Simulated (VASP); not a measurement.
Wanted: the native input for a VASP 6.6.1 run.

```
Task                   : relaxation of cell and atoms
Functional             : PBEsol
Potentials or basis    : VASP PAW PBE potentials, release 64 (Fe)
Cutoff                 : 600 eV
k mesh                 : 11 × 11 × 11
Occupations            : fermi-dirac, width 0.1 eV
Spin                   : no spin polarisation
Dipole correction      : no
Further INCAR settings : ALGO = Normal; EDIFF = 1e-06; IBRION = 2; EDIFFG = -0.01; NSW = 80; ISIF = 3
```

The structure of Fe lies in POSCAR:

```
Fe
1.0
    0.0000000000      2.5145090540      2.5145090540
    2.5145090540      0.0000000000      2.5145090540
    2.5145090540      2.5145090540      0.0000000000
Fe
2
Direct
    0.1250000000      0.1250000000      0.1250000000
    0.8750000000      0.8750000000      0.8750000000
```

The input as run:

INCAR

```
PREC = Accurate
ENCUT = 600
EDIFF = 1E-6
ISMEAR = -1
SIGMA = 0.1
LREAL = False
LASPH = True
NELM = 60
ALGO = Normal
ISIF = 3
LWAVE = False
LCHARG = False
GGA = PS
IBRION = 2
NSW = 80
EDIFFG = -0.01
```

KPOINTS

```
Automatic mesh
0
Gamma
  11 11 11
```

Potentials or basis: VASP PAW PBE potentials, release 64 (Fe).

Command:

```bash
$ cat potpaw_PBE.64/Fe/POTCAR > POTCAR
$ mpirun -np 1 vasp_std > vasp.out
```

Results of the run:

```yaml
Relaxed_volume: 13.74 Å³/atom
Relaxed_cell: a = 3.387 Å, b = 3.387 Å, c = 3.387 Å, α = 60.00°, β = 60.00°, γ = 60.00°
Space_group_after_relaxing_to_0.05_Å: Fd-3m (No. 227)
Energy_gained_by_relaxing: 139.0 meV/atom
Ionic_steps: 4
Pressure_after_relaxing: 0.0 GPa
Band_gap_on_the_k_mesh: zero (band 8 reaches 4.15 eV, above the bottom of band 9 at 3.44 eV)
```

Caveat: the PAW data sets were made with another functional, which shifts forces and pressure a little; the run has no spin polarisation, though such a crystal can be magnetic.

Run time: 48 s on 1 thread of AMD EPYC 9R14 (Zen 4) (shared host), peak memory 0.14 GiB.
